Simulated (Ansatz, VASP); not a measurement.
TlBr: VASP beside Ansatz

The input INCAR:

```
SYSTEM = TlBr
  PREC = Accurate
  ENCUT = 500
  EDIFF = 1E-6
  ISMEAR = 0
  SIGMA = 0.01
  LREAL = .FALSE.
  LASPH = .TRUE.
  NELM = 120
  ALGO = Normal
  ISIF = 2
  LWAVE = .FALSE.
  LCHARG = .FALSE.
  GGA = PS
  NBANDS = 17
  GGA_COMPAT = .FALSE.
```

KPOINTS

```
Automatic mesh
0
G
  6 6 6
  0 0 0
```

Contents of POSCAR:

```
TlBr
1.0
    3.9949064284      0.0000000000      0.0000000000
    0.0000000000      3.9949064284      0.0000000000
    0.0000000000      0.0000000000      3.9949064284
Tl Br
1 1
Direct
    0.0000000000      0.0000000000      0.0000000000
    0.5000000000      0.5000000000      0.5000000000
```

Input for Ansatz:

```yaml
crystal:
  lattice:
    - [3.9949064284, 0.0, 0.0]
    - [0.0, 3.9949064284, 0.0]
    - [0.0, 0.0, 3.9949064284]
  atoms:
    - { symbol: Tl, position: [0.0, 0.0, 0.0] }
    - { symbol: Br, position: [0.5, 0.5, 0.5] }
kpoints:
  mp_grid: { grid: [6, 6, 6] }
hamiltonian:
  xc: pbesol
scf:
  occupations: { method: fixed }
output:
  optics:
    e_range: [0, 30]
    de: 0.1
    sigma: 0.15
    scissors: 0
    scheme: fermi_dirac
    bands: scf
    kdotp_interpolation: "off"
```

Alike in both runs: task single point; functional PBEsol; k mesh 6 × 6 × 6; no spin polarisation.

|  | VASP | Ansatz |
| --- | --- | --- |
| version | VASP 6.6.1 | Ansatz 0.2.0 |
| potentials or method | VASP PAW PBE potentials, release 64 (Tl_d, Br) | plane waves, PAW |
| plane-wave cutoff (eV) | 500 | 420 |
| occupations | gaussian, width 0.01 eV | fixed |
| valence electrons in the cell | 20 | 20 |

|  | VASP | Ansatz | Ansatz less VASP |
| --- | --- | --- | --- |
| gap on the k mesh at the Fermi level (eV) | 1.76 | 1.76 | -0.004 |

VASP's potentials were made for PBE, not for PBEsol.

Spin-orbit coupling is off throughout.
